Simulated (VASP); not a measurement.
Runs of VASP 6.6.1 on Bi. Symmetry: C2/m, No. 12, monoclinic system. The conventional cell has a = 6.977 Å, b = 6.265 Å, c = 3.359 Å, α = 90.00°, β = 112.04°, γ = 90.00°. Within 4.0 Å of Bi (site symmetry m) lie 8 Bi at 3.02 to 3.90 Å. 

```csv
level,potentials or basis,k mesh,cutoff (eV),smearing,gap on the mesh (eV),pressure (GPa),largest force (eV/Å)
revPBE,"VASP PAW PBE potentials, release 64 (Bi_d)",2 × 2 × 3,500,methfessel-paxton 0.0680285 eV,none,3.3,0.12
LDA,"VASP PAW LDA potentials, release 64 (Bi_d)",2 × 2 × 2,500,gaussian 0.1 eV,none,-5.2,0.34
PBE,"VASP PAW PBE potentials, release 64 (Bi_d)",2 × 2 × 3,500,gaussian 0.11 eV,none,1.2,0.60
revPBE,"VASP PAW PBE potentials, release 64 (Bi_d)",2 × 2 × 3,500,tetrahedron,none,3.0,0.64
PBE,"VASP PAW PBE potentials, release 64 (Bi_d)",2 × 2 × 3,500,gaussian 0.1 eV,none,1.2,(b)
PBE,"VASP PAW PBE potentials, release 64 (Bi_d)",2 × 2 × 4,500,fermi-dirac 0.0066 eV,none,1.3,0.31
PBE,"VASP PAW PBE potentials, release 64 (Bi_d)",1 × 4 × 4,500,gaussian 0.1 eV,none,6.7,0.35
PBE,"VASP PAW PBE potentials, release 64 (Bi_d)",4 × 4 × 6,520,gaussian 0.1 eV,none,-0.1,(a)
```

Alike in all rows: task single point; no spin polarisation; cell as given.

**Question.** Fill in the values left out.

**Answer.** (a) 0.11; (b) 0.61.

Caveats: some runs use coarse meshes; spin-orbit coupling is left out, which moves the levels of the heavy elements; the PAW data sets were made with another functional, which shifts forces and pressure a little (some runs).

A k mesh can miss the band edges, and the runs leave out spin-orbit coupling on Bi.

A gap of «none» marks levels without a gap at the run's occupations.
